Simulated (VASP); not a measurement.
# BaTiO3 (Amm2) in VASP: further runs, part 4 of 4

VASP 6.6.1. Earlier steps stand in the parts before.

**7. Electric field gradients, PBE (zz strain of +2 %)**

File INCAR:

```
PREC = Accurate
ENCUT = 520
EDIFF = 1E-8
ISMEAR = -1
SIGMA = 0.05
LREAL = False
LASPH = True
NELM = 120
ALGO = Normal
ISIF = 2
LWAVE = False
LCHARG = False
GGA = PE
LEFG = True
NBANDS = 28
GGA_COMPAT = False
```

File KPOINTS:

```
Automatic mesh
0
Gamma
  8 8 8
```

File POSCAR:

```
BaTiO3
1.0
    3.9841000000      0.0000000000      0.0000000000
    0.0000000000      2.8370500000      2.9027160000
    0.0000000000     -2.8370500000      2.9027160000
Ba Ti O
1 1 3
Direct
    0.0000000000      0.0000000000      0.0000000000
    0.5000000000      0.5079000000      0.5079000000
    0.0000000000      0.4921000000      0.4921000000
    0.5000000000      0.5025100000      0.9937100000
    0.5000000000      0.9937100000      0.5025100000
```

Potentials or basis: VASP PAW PBE potentials, release 64 (Ba_sv, Ti_sv, O).

Started as:

```sh
$ cat potpaw_PBE.64/Ba_sv/POTCAR potpaw_PBE.64/Ti_sv/POTCAR potpaw_PBE.64/O/POTCAR > POTCAR
$ mpirun -np 1 vasp_std > vasp.out
```

OUTCAR:

```text
PREC = Accurate
   ENCUT = 520
   EDIFF = 1E-8
   ISMEAR = -1
   LREAL = False
   LASPH = True
   NELM = 120
   ISIF = 2
   GGA = PE

 ion  position               nearest neighbor table
   1  0.000  0.000  0.000-   4 2.84   5 2.84   4 2.84   5 2.84   3 2.84   3 2.84   4 2.85   5 2.85
                             4 2.85   5 2.85   3 2.86   3 2.95   2 3.47   2 3.47   2 3.47   2 3.47
   2  0.500  0.508  0.508-   4 1.97   5 1.97   3 1.99   3 1.99   5 2.09   4 2.09   1 3.47   1 3.47
                             1 3.47   1 3.47   1 3.48   1 3.48   1 3.56   1 3.56
   3  0.000  0.492  0.492-   2 1.99   2 1.99   1 2.84   1 2.84   1 2.86   1 2.95
   4  0.500  0.503  0.994-   2 1.97   2 2.09   1 2.84   1 2.84   1 2.85   1 2.85
   5  0.500  0.994  0.503-   2 1.97   2 2.09   1 2.84   1 2.84   1 2.85   1 2.85

  LATTYP: Found a base centered orthorhombic cell.
 ALAT       =     5.6741000000
 B/A-ratio  =     1.0231458734
 C/A-ratio  =     0.7021554079

  Lattice vectors:

 A1 = (   0.0000000000,   2.8370500000,  -2.9027160000)
 A2 = (   0.0000000000,   2.8370500000,   2.9027160000)
 A3 = (   3.9841000000,   0.0000000000,   0.0000000000)

[... 958 lines left out ...]
      1.99205      1.39356      4.34310         0.000000     -0.044883     -0.236365
 -----------------------------------------------------------------------------------
    total drift:                                0.000000      0.000000     -0.000494

  FREE ENERGIE OF THE ION-ELECTRON SYSTEM (eV)
  ---------------------------------------------------
  free  energy   TOTEN  =       -39.9745561044 eV

  energy  without entropy=      -39.9745561025  energy(sigma->0) =      -39.97455610

 Electric field gradients (V/A^2)
---------------------------------------------------------------------
 ion       V_xx      V_yy      V_zz      V_xy      V_xz      V_yz
---------------------------------------------------------------------
   1       0.574   -12.323    11.749    -0.000     0.000     0.000
   2     -14.165    10.740     3.425     0.000    -0.000    -0.000
   3      23.080   -10.575   -12.505     0.000     0.000     0.000
   4     -16.211     4.882    11.328     0.000     0.000   -19.866
   5     -16.211     4.882    11.328    -0.000     0.000    19.866
---------------------------------------------------------------------

 Electric field gradients after diagonalization (V/A^2)
 (convention: |V_zz| > |V_xx| > |V_yy|)
----------------------------------------------------------------------
 ion       V_xx      V_yy      V_zz     asymmetry (V_yy - V_xx)/ V_zz
----------------------------------------------------------------------
   1      11.749     0.574   -12.323       0.907
   2      10.740     3.425   -14.165       0.516
   3     -12.505   -10.575    23.080       0.084
   4     -16.211   -12.021    28.231       0.148
   5     -16.211   -12.021    28.231       0.148
----------------------------------------------------------------------

           NMR quadrupolar parameters

 Cq : quadrupolar parameter    Cq=e*Q*V_zz/h
 eta: asymmetry parameters     (V_yy - V_xx)/ V_zz
 Q  : nuclear electric quadrupole moment in mb (millibarn)
----------------------------------------------------------------------
 ion       Cq(MHz)       eta       Q (mb)
----------------------------------------------------------------------
   1      -0.030       0.907       1.000
   2      -0.034       0.516       1.000
   3       0.056       0.084       1.000
   4       0.068       0.148       1.000
   5       0.068       0.148       1.000
----------------------------------------------------------------------
```

Run time: 7.4 min. Hardware: 1 thread of Oxide Virtual Turin-like, shared host; peak memory 0.28 GiB.

Results:

```yaml
Free_energy: -39.9746 eV
Pressure: 0.4 GPa
Largest_force: 0.294 eV/Å
Band_gap_on_the_k_mesh: 1.70 eV (least direct gap 1.86 eV)
Largest_electric_field_gradient_by_atom: Ba -12.3; Ti -14.2; O +23.1, +28.2 (each value once) V/Å²
```

Forces on the atoms (eV/Å):
```
Ba   0.000  0.000  0.094
Ti   0.000  0.000  0.294
O    0.000  0.000  0.085
O    0.000  0.045 -0.236
O    0.000 -0.045 -0.236
```

Stress tensor (GPa, compression positive):
```
 2.23  0.00  0.00
 0.00  2.18  0.00
 0.00  0.00 -3.18
```

Electric field gradients, principal values (V/Å²):
```
atom    least   middle  greatest (by size)
1 Ba    0.574   11.749             -12.323
2 Ti    3.425   10.740             -14.165
 3 O  -10.575  -12.505              23.080
 4 O  -12.021  -16.211              28.231
 5 O  -12.021  -16.211              28.231
```

Caveat: the cell differs from its parent crystal (zz strain of +2 %); the stress differs along the axes, from -3 to 2 GPa; without QUAD_EFG the Cq values of the log hold for a quadrupole moment of 1 mb, not for the nuclei; spin-orbit coupling is left out, which moves the levels of the heavy elements. A k mesh can miss the band edges.

**8. Overview**

| cell | gap on the mesh (eV) | pressure (GPa) | largest force (eV/Å) |
| --- | --- | --- | --- |
| a = 4.010, b = 4.045, c = 4.045 Å, angles 89.8, 90.0, 90.0°, 5 atoms | 1.75 | 0.3 | 0.24 |
| a = 3.984, b = 3.998, c = 3.998 Å, angles 90.4, 90.0, 90.0°, 5 atoms | 1.82 | 5.5 | 0.16 |
| a = 3.930, b = 3.964, c = 3.964 Å, angles 89.8, 90.0, 90.0°, 5 atoms | 1.87 | 11.6 | 0.15 |
| a = 3.984, b = 3.958, c = 3.958 Å, angles 91.6, 90.0, 90.0°, 5 atoms | 1.87 | 9.5 | 0.13 |
| a = 3.984, b = 4.059, c = 4.059 Å, angles 88.7, 90.0, 90.0°, 5 atoms | 1.70 | 0.4 | 0.29 |

Alike in all rows: task electric field gradients; level PBE; potentials or basis VASP PAW PBE potentials, release 64 (Ba_sv, Ti_sv, O); no spin polarisation; k mesh 8 × 8 × 8; cutoff (eV) 520; smearing fermi-dirac 0.05 eV.

Caveats: spin-orbit coupling is left out, which moves the levels of the heavy elements; the cell stands under pressure (at least some runs); the stress differs along the axes, from 7 to 14 GPa (at least some runs); the stress differs along the axes, from -3 to 2 GPa (at least some runs).

Absolute energies hang on the potentials; compare differences alone.
